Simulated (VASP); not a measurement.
A run of VASP 6.6.1 is set up as follows.

The input INCAR:

```
SYSTEM = TiRh3
ALGO     = Normal         ! electronic algorithm
EDIFF    = 1E-8           ! SCF threshold, eV
ENCUT    = 520            ! plane-wave cutoff, eV
ISIF     = 2              ! what is computed and relaxed
ISMEAR   = -1             ! smearing method
LASPH    = .True.         ! aspherical terms in the spheres
LCHARG   = .False.        ! write CHGCAR
LEFG     = .True.       
LREAL    = .False.        ! projectors in reciprocal space
LWAVE    = .False.        ! write WAVECAR
NBANDS   = 36             ! bands
NELM     = 60             ! most SCF steps
PREC     = Accurate       ! precision mode
SIGMA    = 0.03           ! smearing width, eV
```

KPOINTS

```
k-points
0
Gamma
  10 10 10
  0 0 0
```

POSCAR

```
TiRh3
1.0
    3.8092172958      0.0000000000      0.0000000000
    0.0000000000      3.8092172958      0.0000000000
    0.0000000000      0.0000000000      3.8092172958
Ti Rh
1 3
Direct
    0.0000000000      0.0000000000      0.0000000000
    0.0000000000      0.5000000000      0.5000000000
    0.5000000000      0.0000000000      0.5000000000
    0.5000000000      0.5000000000      0.0000000000
```

Potentials or basis: VASP PAW LDA potentials, release 64 (Ti_sv, Rh_pv).

Run with:

```bash
$ cat potpaw_LDA.64/Ti_sv/POTCAR potpaw_LDA.64/Rh_pv/POTCAR > POTCAR
$ mpirun -np 1 vasp_std > vasp.out
```

Question: Predict the band gap on the k mesh.

Answer: Zero (an odd number of electrons rules out a gap without spin polarisation).

Question: Estimate the pressure.

Answer: -7.2 GPa.

Electric field gradients, principal values (V/Å²):
```csv
atom,least,middle,greatest (by size)
1 Ti,0.000,0.000,0.000
2 Rh,16.825,16.825,-33.650
3 Rh,16.825,16.825,-33.650
4 Rh,16.825,16.825,-33.650
```

Caveat: the cell stands under tension; without QUAD_EFG the Cq values of the log hold for a quadrupole moment of 1 mb, not for the nuclei.
